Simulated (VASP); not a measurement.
Input of a VASP 6.6.1 run:

File POSCAR:

```
HfO2
1.0
    4.8382983968      0.0000000000      0.0000000000
    0.0000000000      4.8382983968      0.0000000000
    0.0000000000      0.0000000000      3.2199930757
Hf O
2 4
Direct
    0.0000000000      0.0000000000      0.0000000000
    0.5000000000      0.5000000000      0.5000000000
    0.1949543471      0.8050456529      0.5000000000
    0.3050456529      0.3050456529      0.0000000000
    0.6949543471      0.6949543471      0.0000000000
    0.8050456529      0.1949543471      0.5000000000
```

File INCAR.step1:

```
SYSTEM = HfO2
PREC = Accurate
ENCUT = 520
EDIFF = 1E-5
ISMEAR = 0
SIGMA = 0.01
LREAL = .False.
LASPH = .True.
NELM = 80
ALGO = Normal
ISIF = 2
LWAVE = .True.
LCHARG = .False.
GGA = PE
NBANDS = 31
```

Contents of INCAR.step2:

```
SYSTEM = HfO2
PREC = Accurate
ENCUT = 520
EDIFF = 1E-6
ISMEAR = 0
SIGMA = 0.01
LREAL = .False.
LASPH = .True.
NELM = 80
ALGO = Normal
ISIF = 2
LWAVE = .False.
LCHARG = .False.
GGA = PE
LHFCALC = .True.
HFSCREEN = 0.2079
PRECFOCK = Fast
ISTART = 1
NBANDS = 31
```

KPOINTS

```
regular mesh
0
Gamma
  2 2 4
  0 0 0
```

Potentials or basis: VASP PAW PBE potentials, release 64 (Hf_pv, O).

Command:

```console
$ cat potpaw_PBE.64/Hf_pv/POTCAR potpaw_PBE.64/O/POTCAR > POTCAR
$ cp INCAR.step1 INCAR
$ mpirun -np 1 vasp_std > vasp.out
$ cp INCAR.step2 INCAR
$ mpirun -np 1 vasp_std > vasp.out
```

(1) Predict the largest force.

(2) What does it give for the pressure?

(3) Estimate the band gap on the k mesh.

Results:

(1) 0.119 eV/Å.

(2) -3.7 GPa.

(3) 5.52 eV.

Caveat: the k points lie up to 0.65 Å⁻¹ apart; the PAW data sets were made with another functional, which shifts forces and pressure a little; spin-orbit coupling is left out, which moves the levels of the heavy elements.
